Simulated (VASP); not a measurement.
Crystal: MnSb.

```
Sb Mn
1.0
     0.00000    2.79502    2.79502
     2.79502    0.00000    2.79502
     2.79502    2.79502    0.00000
Sb Mn
1 1
Direct
  0.50000 0.50000 0.50000
  0.00000 0.00000 0.00000
```

Base run:

- Program: VASP 6.6.1
- Functional: PBEsol
- Potentials or basis: VASP PAW PBE potentials, release 64 (Sb, Mn_pv)
- Cutoff: 520 eV
- k mesh: 8 × 8 × 8
- Occupations: gaussian, width 0.02 eV
- Spin: collinear spin, ferromagnetic start
- Starting moments: [0.0, 4.0] μB

Its results: pressure -3.9 GPa; net moment 3.86 μB per cell; site moments Sb -0.10; Mn +3.76 μB.

The run is repeated on the same cell with these changes: functional from PBEsol to LDA; potentials or basis from VASP PAW PBE potentials, release 64 (Sb, Mn_pv) to VASP PAW LDA potentials, release 64 (Sb, Mn_pv). What comes out?

Pressure -7.8 GPa; net moment 3.74 μB per cell; site moments Sb -0.07; Mn +3.60 μB.

Caveats: the cell stands under tension; a cell with one magnetic atom can't hold antiferromagnetic order, which such compounds often take; the PAW data sets were made with another functional, which shifts forces and pressure a little (at least some runs).
